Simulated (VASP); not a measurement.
# BaTiO3 (R3m) in VASP: notebook, part 3 of 3

VASP 6.6.1.

## 5. Single point, r2SCAN (atom 1 (Ba) moved +0.150 Å towards its neighbour atom 2 (Ti) at 3.403 Å)

POSCAR reads:

```
BaTiO3
1.0
    2.8400536833      1.6397057586      2.3314328269
   -2.8400536833      1.6397057586      2.3314328269
    0.0000000000     -3.2794115171      2.3314328269
Ba Ti O
1 1 3
Direct
   -0.0186609350     -0.0186609350     -0.0186609350
    0.5162478494      0.5162478494      0.5162478494
    0.4897536543      0.4897536543      0.9801597377
    0.4897536543      0.9801597377      0.4897536543
    0.9801597377      0.4897536543      0.4897536543
```

INCAR.step1 reads:

```
PREC = Accurate
ENCUT = 520
ISMEAR = 0
SIGMA = 0.05
LREAL = F
LASPH = T
NELM = 60
NBANDS = 28
GGA = PE
ALGO = Normal
EDIFF = 1E-4
LWAVE = T
LCHARG = F
```

INCAR.step2 reads:

```
PREC = Accurate
ENCUT = 520
EDIFF = 1E-6
ISMEAR = 0
SIGMA = 0.05
LREAL = F
LASPH = T
NELM = 60
ALGO = Normal
ISIF = 2
LWAVE = F
LCHARG = T
METAGGA = R2SCAN
LMIXTAU = T
LELF = T
LVHAR = T
NBANDS = 28
ISTART = 1
```

KPOINTS reads:

```
regular mesh
0
Gamma
  6 6 6
```

Potentials or basis: VASP PAW PBE potentials, release 64 (Ba_sv, Ti_sv, O).

Command:

```console
cat potpaw_PBE.64/Ba_sv/POTCAR potpaw_PBE.64/Ti_sv/POTCAR potpaw_PBE.64/O/POTCAR > POTCAR
cp INCAR.step1 INCAR
mpirun -np 1 vasp_std > vasp.out
cp INCAR.step2 INCAR
mpirun -np 1 vasp_std > vasp.out
```

OUTCAR:

```text
PREC = Accurate
   ENCUT = 520
   EDIFF = 1E-6
   ISMEAR = 0
   LREAL = F
   LASPH = T
   NELM = 60
   ISIF = 2
   METAGGA = R2SCAN
   ISTART = 1

 ion  position               nearest neighbor table
   1  0.981  0.981  0.981-   4 2.80   5 2.80   3 2.80   3 2.84   3 2.84   5 2.84   4 2.84   5 2.84
                             4 2.84   5 2.90   4 2.90   3 2.90   2 3.25   2 3.41   2 3.41   2 3.41
   2  0.516  0.516  0.516-   3 1.87   4 1.87   5 1.87   3 2.16   4 2.16   5 2.16   1 3.25   1 3.41
                             1 3.41   1 3.41   1 3.57   1 3.57   1 3.57   1 3.74
   3  0.490  0.490  0.980-   2 1.87   2 2.16   1 2.80   1 2.84   1 2.84   1 2.90
   4  0.490  0.980  0.490-   2 1.87   2 2.16   1 2.80   1 2.84   1 2.84   1 2.90
   5  0.980  0.490  0.490-   2 1.87   2 2.16   1 2.80   1 2.84   1 2.84   1 2.90

  LATTYP: Found a trigonal (rhomboedric) cell.
 ALAT       =     4.0236946859
 COS(alpha) =     0.0036015225

  Lattice vectors:

 A1 = (   2.8400536833,   1.6397057586,   2.3314328269)
 A2 = (  -2.8400536833,   1.6397057586,   2.3314328269)
 A3 = (   0.0000000000,  -3.2794115171,   2.3314328269)

Analysis of symmetry for initial positions (statically):
=====================================================================
 Subroutine PRICEL returns:
 Original cell was already a primitive cell.

 Routine SETGRP: Setting up the symmetry group for a
 trigonal (rhombohedral) supercell.

 Subroutine GETGRP returns: Found  6 space group operations
 (whereof  6 operations were pure point group operations)
 out of a pool of 12 trial point group operations.

The static configuration has the point symmetry C_3v.

Analysis of symmetry for dynamics (positions and initial velocities):
=====================================================================
 Subroutine PRICEL returns:
 Original cell was already a primitive cell.

 Routine SETGRP: Setting up the symmetry group for a
 trigonal (rhombohedral) supercell.

 Subroutine GETGRP returns: Found  6 space group operations
 (whereof  6 operations were pure point group operations)
[... 124 lines left out ...]
   EFERMI_NEDOS =   21; number of points for ismear=-14 and -15
   IALGO  =     38    algorithm
   IMIX   =      4    mixing-type and parameters
     AMIX     =   0.40;   BMIX     =  1.00
     AMIX_MAG =   1.60;   BMIX_MAG =  1.00
  volume/ion in A,a.u.               =      13.03        87.92
  Fermi-wavevector in a.u.,A,eV,Ry     =   1.391466  2.629490 26.343298  1.936178
  Thomas-Fermi vector in A             =   2.515302
   LORBIT       =      0    0 simple, 1 ext, 2 COOP (PROOUT), +10 PAW based schemes
   METAGGA = R2SCAN    functional components
   LHFCALC =     F    Hartree Fock is set to
   AEXX    =    0.0000 exact exchange contribution
   IVDW    =     0    specifies the selected vdW correction
   LEPSILON=     F    determine dielectric tensor
   LRPA    =     F    only Hartree local field effects (RPA)
 non-spin polarized calculation
 Gauss-broadening in eV      SIGMA  =   0.05
  energy-cutoff  :      520.00
  volume of cell :       65.14
 maximum number of plane-waves:      1776
 NGX is ok and might be reduce to    30
   NGX = 15   NGY = 15   NGZ = 15

 number of electron      40.0000008 magnetization

 Free energy of the ion-electron system (eV)
  ---------------------------------------------------
  ext. energy  EPLUGINS =         0.00000000
  ---------------------------------------------------
  free energy    TOTEN  =       -74.19659522 eV

  energy without entropy =      -74.19659522  energy(sigma->0) =      -74.19659522

 E-fermi :   3.6497     XC(G=0): -11.8042

 val. band max:        3.3336062655   @ k =   0.5000   0.5000   0.5000
 cond. band min:       6.1576993368   @ k =   0.0000   0.0000   0.0000
 fundamental gap:      2.8240930713
 Fermi energy:         3.6497108677

 k-point     1 :       0.0000    0.0000    0.0000
  band No.  band energies     occupation
      1     -55.1721      2.00000
      2     -30.3776      2.00000
      3     -30.3748      2.00000
      4     -30.3748      2.00000
      5     -22.1728      2.00000
      6     -14.4152      2.00000
[... 733 lines left out ...]
     27      12.0703      0.00000
     28      12.5786      0.00000

 [... further k-points ...]
[... 5 lines left out ...]
  --------------------------------------------------------------------------------------
  -------------------------------------------------------------------------------------
  Total        0.7877430      0.7877430      1.1281478      0.0000000      0.0000000      0.0000000
  in kB       19.3744121     19.3744121     27.7466120      0.0000000      0.0000000      0.0000000
  external PRESSURE =      22.1651454 kB  Pullay stress =       0.0000000 kB

 VOLUME and BASIS-vectors are now :
 -----------------------------------------------------------------------------
  energy-cutoff  :      520.00
  volume of cell :       65.14
      direct lattice vectors                 reciprocal lattice vectors
     2.840053683  1.639705759  2.331432827     0.176053010  0.101644253  0.142973595
    -2.840053683  1.639705759  2.331432827    -0.176053010  0.101644253  0.142973595
     0.000000000 -3.279411517  2.331432827     0.000000000 -0.203288506  0.142973595

 POSITION                                       TOTAL-FORCE (eV/Angst)
 -----------------------------------------------------------------------------------
      0.00000      0.00000      6.86378         0.000000      0.000000      0.993093
      0.00000      0.00000      3.61079         0.000000     -0.000000     -0.750844
      0.00000     -1.60824      4.56883         0.000000     -0.060291     -0.080750
     -1.39278      0.80412      4.56883        -0.052213      0.030145     -0.080750
      1.39278      0.80412      4.56883         0.052213      0.030145     -0.080750
 -----------------------------------------------------------------------------------
    total drift:                               -0.000000     -0.000001     -0.000681

  FREE ENERGIE OF THE ION-ELECTRON SYSTEM (eV)
  ---------------------------------------------------
  free  energy   TOTEN  =       -74.1965952239 eV

  energy  without entropy=      -74.1965952239  energy(sigma->0) =      -74.19659522
```

It took 5.3 min on 1 thread of AMD EPYC, shared host; peak memory 0.18 GiB.

What came out:

* Free energy: -74.1966 eV
* Pressure: 2.2 GPa
* Largest force: 0.993 eV/Å
* Band gap on the k mesh: 2.82 eV, indirect (least direct gap 3.28 eV)

Forces in eV/Å, atoms in the order of the input:
```
Ba   0.000  0.000  0.993
Ti   0.000  0.000 -0.751
O    0.000 -0.060 -0.081
O   -0.052  0.030 -0.081
O    0.052  0.030 -0.081
```

Caveat: the cell differs from its parent crystal (atom 1 (Ba) moved +0.150 Å towards its neighbour atom 2 (Ti) at 3.403 Å); the PAW data sets were made with another functional, which shifts forces and pressure a little; spin-orbit coupling is left out, which moves the levels of the heavy elements.
